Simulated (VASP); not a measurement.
Input of a VASP 6.6.1 run:

Contents of INCAR:

```
SYSTEM = Pt
ALGO = Normal ; EDIFF = 1E-6
ENCUT = 520 ; GGA = PE
GGA_COMPAT = .False. ; ISIF = 2
ISMEAR = 0 ; LASPH = .True.
LCHARG = .False. ; LMAXMIX = 4
LORBIT = 11 ; LORBMOM = .True.
LREAL = .False. ; LSORBIT = .True.
LWAVE = .False. ; MAGMOM = 0 0 0
NBANDS = 21 ; NELM = 150
PREC = Accurate ; SIGMA = 0.01
```

Contents of KPOINTS:

```
k-points
0
Gamma
  10 10 10
  0 0 0
```

File POSCAR:

```
Pt
1.0
   -1.5842200000      1.5842200000      1.5842200000
    1.5842200000     -1.5842200000      1.5842200000
    1.5842200000      1.5842200000     -1.5842200000
Pt
1
Direct
    0.0000000000      0.0000000000      0.0000000000
```

Potentials or basis: VASP PAW PBE potentials, release 64 (Pt).

The run is started by

```bash
$ cat potpaw_PBE.64/Pt/POTCAR > POTCAR
$ mpirun -np 1 vasp_ncl > vasp.out
```

(1) Predict the pressure.

(2) Estimate the net moment.

## Answers

(1) -1.0 GPa.

(2) 0.00 μB per cell.
